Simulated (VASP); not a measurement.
A run of VASP 6.6.1 is set up as follows.

The input INCAR:

```
PREC = Accurate ; ENCUT = 520
EDIFF = 1E-8 ; ISMEAR = -1
SIGMA = 0.03 ; LREAL = F
LASPH = T ; NELM = 80
ALGO = Normal ; ISIF = 2
LWAVE = F ; LCHARG = F
LEFG = T ; NBANDS = 35
```

Contents of KPOINTS:

```
Automatic mesh
0
Gamma
  4 4 6
```

Contents of POSCAR:

```
SnO2
1.0
    4.7687240931      0.0000000000      0.0000000000
    0.0000000000      4.7687240931      0.0000000000
    0.0000000000      0.0000000000      3.2075026017
Sn O
2 4
Direct
    0.0000000000      0.0000000000      0.0000000000
    0.5000000000      0.5000000000      0.5000000000
    0.3056200000      0.3056200000      0.0000000000
    0.1943800000      0.8056200000      0.5000000000
    0.6943800000      0.6943800000      0.0000000000
    0.8056200000      0.1943800000      0.5000000000
```

Potentials or basis: VASP PAW LDA potentials, release 64 (Sn_d, O).

Launch:

```bash
$ cat potpaw_LDA.64/Sn_d/POTCAR potpaw_LDA.64/O/POTCAR > POTCAR
$ mpirun -np 1 vasp_std > vasp.out
```

(1) Predict the band gap on the k mesh.

(2) What does it give for the largest force?

(3) Predict the pressure.

Results:

(1) 0.91 eV, direct.

(2) 0.114 eV/Å.

(3) -4.0 GPa.

Caveat: without QUAD_EFG the Cq values of the log hold for a quadrupole moment of 1 mb, not for the nuclei; spin-orbit coupling is left out, which moves the levels of the heavy elements.
